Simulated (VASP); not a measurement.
# GaN (F-43m) in VASP: a series of runs

The runs below take GaN through relaxation of cell and atoms, single point, with PBE.

Everything below comes from runs of VASP 6.6.1. Logs are shortened: lines on timing, memory, paths and dates and some standing lists are left out, and cuts for length are marked.

## (1) The cell of the first run

It takes space group F-43m (No. 216, cubic). The conventional cell has a = 4.546 Å, b = 4.546 Å, c = 4.546 Å, α = 90.00°, β = 90.00°, γ = 90.00°. Ga (site symmetry -43m) has 4 N at 1.97 Å within 2.6 Å. Within 2.6 Å of N (site symmetry -43m) lie 4 Ga at 1.97 Å.

## (2) Relaxation of cell and atoms, PBE

INCAR reads:

```
  PREC = Accurate
  ENCUT = 600
  EDIFF = 1E-6
  ISMEAR = 0
  SIGMA = 0.02
  LREAL = False
  LASPH = True
  NELM = 100
  ALGO = Normal
  ISIF = 3
  LWAVE = False
  LCHARG = False
  GGA = PE
  IBRION = 2
  NSW = 100
  EDIFFG = -0.01
```

KPOINTS reads:

```
regular mesh
0
Gamma
  10 10 10
```

POSCAR reads:

```
GaN
1.0
    0.0000000000      2.2731621063      2.2731621063
    2.2731621063      0.0000000000      2.2731621063
    2.2731621063      2.2731621063      0.0000000000
Ga N
1 1
Direct
    0.0000000000      0.0000000000      0.0000000000
    0.2500000000      0.2500000000      0.2500000000
```

Potentials or basis: VASP PAW PBE potentials, release 64 (Ga_d, N).

Command:

```bash
$ cat potpaw_PBE.64/Ga_d/POTCAR potpaw_PBE.64/N/POTCAR > POTCAR
$ mpirun -np 1 vasp_std > vasp.out
```

OUTCAR:

```text
PREC = Accurate
   ENCUT = 600
   EDIFF = 1E-6
   ISMEAR = 0
   LREAL = False
   LASPH = True
   NELM = 100
   ISIF = 3
   GGA = PE
   IBRION = 2
   NSW = 100
   EDIFFG = -0.01

 ion  position               nearest neighbor table
   1  0.000  0.000  0.000-   2 1.97   2 1.97   2 1.97   2 1.97
   2  0.250  0.250  0.250-   1 1.97   1 1.97   1 1.97   1 1.97

  LATTYP: Found a face centered cubic cell.
 ALAT       =     4.5463242126

  Lattice vectors:

 A1 = (   0.0000000000,   2.2731621063,   2.2731621063)
 A2 = (   2.2731621063,   0.0000000000,   2.2731621063)
 A3 = (   2.2731621063,   2.2731621063,   0.0000000000)

Analysis of symmetry for initial positions (statically):
=====================================================================
 Subroutine PRICEL returns:
 Original cell was already a primitive cell.

 Routine SETGRP: Setting up the symmetry group for a
 face centered cubic supercell.

 Subroutine GETGRP returns: Found 24 space group operations
 (whereof 24 operations were pure point group operations)
 out of a pool of 48 trial point group operations.

The static configuration has the point symmetry T_d .

Analysis of symmetry for dynamics (positions and initial velocities):
=====================================================================
 Subroutine PRICEL returns:
 Original cell was already a primitive cell.

 Routine SETGRP: Setting up the symmetry group for a
 face centered cubic supercell.

 Subroutine GETGRP returns: Found 24 space group operations
 (whereof 24 operations were pure point group operations)
 out of a pool of 48 trial point group operations.

The dynamic configuration has the point symmetry T_d .

 Subroutine INISYM returns: Found 24 space group operations
 (whereof 24 operations are pure point group operations),
 and found     1 'primitive' translations

----------------------------------------------------------------------------------------

                                     Primitive cell

  volume of cell :      23.4921

  direct lattice vectors                    reciprocal lattice vectors
     0.000000000  2.273162106  2.273162106    -0.219957916  0.219957916  0.219957916
     2.273162106  0.000000000  2.273162106     0.219957916 -0.219957916  0.219957916
[... 98 lines left out ...]
   EMIN   =  10.00;   EMAX   =-10.00  energy-range for DOS
   EFERMI =   0.00;   METHOD = LEGACY
   ISMEAR =     0;   SIGMA  =   0.02  broadening in eV -4-tet -1-fermi 0-gaus
   EFERMI_NEDOS =   21; number of points for ismear=-14 and -15
   IALGO  =     38    algorithm
   IMIX   =      4    mixing-type and parameters
     AMIX     =   0.40;   BMIX     =  1.00
     AMIX_MAG =   1.60;   BMIX_MAG =  1.00
  volume/ion in A,a.u.               =      11.75        79.27
  Fermi-wavevector in a.u.,A,eV,Ry     =   1.498046  2.830897 30.533419  2.244143
  Thomas-Fermi vector in A             =   2.609856
   LORBIT       =      0    0 simple, 1 ext, 2 COOP (PROOUT), +10 PAW based schemes
   GGA     = PE    functional components
   LHFCALC =     F    Hartree Fock is set to
   AEXX    =    0.0000 exact exchange contribution
   IVDW    =     0    specifies the selected vdW correction
   LEPSILON=     F    determine dielectric tensor
   LRPA    =     F    only Hartree local field effects (RPA)
 conjugate gradient relaxation of ions
 non-spin polarized calculation
 Gauss-broadening in eV      SIGMA  =   0.02
  energy-cutoff  :      600.00
  volume of cell :       23.49
 maximum number of plane-waves:       801
 NGX is ok and might be reduce to    28
   NGX = 13   NGY = 13   NGZ = 13

--------------------------------------- Ionic step        1  -------------------------------------------

 number of electron      18.0000003 magnetization

 Free energy of the ion-electron system (eV)
  ---------------------------------------------------
  ext. energy  EPLUGINS =         0.00000000
  ---------------------------------------------------
  free energy    TOTEN  =       -12.15501528 eV

  energy without entropy =      -12.15501528  energy(sigma->0) =      -12.15501528

------------------------ aborting loop because EDIFF is reached ----------------------------------------

  FORCE on cell =-STRESS in cart. coord.  units (eV):
  Direction    XX          YY          ZZ          XY          YZ          ZX
  --------------------------------------------------------------------------------------
  -------------------------------------------------------------------------------------
  Total        0.0263625      0.0263625      0.0263625     -0.0000000     -0.0000000     -0.0000000
  in kB        1.7979444      1.7979444      1.7979444     -0.0000000     -0.0000000     -0.0000000
  external PRESSURE =       1.7979444 kB  Pullay stress =       0.0000000 kB
[... 59 lines left out ...]
--------------------------------------- Ionic step        3  -------------------------------------------

 number of electron      18.0000002 magnetization

 Free energy of the ion-electron system (eV)
  ---------------------------------------------------
  ext. energy  EPLUGINS =         0.00000000
  ---------------------------------------------------
  free energy    TOTEN  =       -12.15502943 eV

  energy without entropy =      -12.15502943  energy(sigma->0) =      -12.15502943

 E-fermi :   5.1680     XC(G=0): -11.5230

 val. band max:        4.9913064275   @ k =   0.0000   0.0000   0.0000
 cond. band min:       6.5412515430   @ k =   0.0000   0.0000   0.0000
 fundamental gap:      1.5499451154
 Fermi energy:         5.1680309765

 k-point     1 :       0.0000    0.0000    0.0000
  band No.  band energies     occupation
      1     -10.7156      2.00000
      2      -8.4316      2.00000
      3      -8.4316      2.00000
      4      -8.4316      2.00000
      5      -8.1384      2.00000
      6      -8.1384      2.00000
      7       4.9913      2.00000
      8       4.9913      2.00000
      9       4.9913      2.00000
     10       6.5413      0.00000
     11      15.1238      0.00000
     12      15.1238      0.00000
     13      15.1238      0.00000
[... 354 lines left out ...]
  band No.  band energies     occupation
      1      -9.8366      2.00000
      2      -8.3077      2.00000
      3      -8.2250      2.00000
      4      -8.2248      2.00000
      5      -8.0824      2.00000
      6      -7.1820      2.00000
      7       0.0309      2.00000
      8       2.6018      2.00000
      9       2.9162      2.00000
     10       9.4068      0.00000
     11      11.9397      0.00000
     12      15.6648      0.00000
     13      17.6107      0.00000

 [... further k-points ...]
[... 5 lines left out ...]
  --------------------------------------------------------------------------------------
  -------------------------------------------------------------------------------------
  Total        0.0032241      0.0032241      0.0032241     -0.0000000     -0.0000000      0.0000000
  in kB        0.2196714      0.2196714      0.2196714     -0.0000000     -0.0000000      0.0000000
  external PRESSURE =       0.2196714 kB  Pullay stress =       0.0000000 kB
[... 17 lines left out ...]
  FREE ENERGIE OF THE ION-ELECTRON SYSTEM (eV)
  ---------------------------------------------------
  free  energy   TOTEN  =       -12.1550294289 eV

  energy  without entropy=      -12.1550294289  energy(sigma->0) =      -12.15502943

 reached required accuracy - stopping structural energy minimisation
```

It took 64 s on 1 thread of AMD EPYC 7R13, shared host; peak memory 0.14 GiB.

Results:

- Free energy: -12.1550 eV
- Relaxed volume: 11.76 Å³/atom
- Relaxed cell: a = 3.216 Å, b = 3.216 Å, c = 3.216 Å, α = 60.00°, β = 60.00°, γ = 60.00°
- Space group after relaxing (to 0.05 Å): F-43m (No. 216)
- Energy gained by relaxing: 0.0 meV/atom
- Ionic steps: 3
- Pressure after relaxing: 0.0 GPa
- Band gap on the k mesh: 1.55 eV, direct

Final structure:
```xyz
2
Lattice="0.0000 2.2739 2.2739 2.2739 0.0000 2.2739 2.2739 2.2739 0.0000" Properties=species:S:1:pos:R:3 pbc="T T T"
Ga    0.0000    0.0000    0.0000
N     1.1370    1.1370    1.1370
```

A hybrid or GW would open this gap; PBE tends to underestimate it.

(Continued in part 2 of 2.)
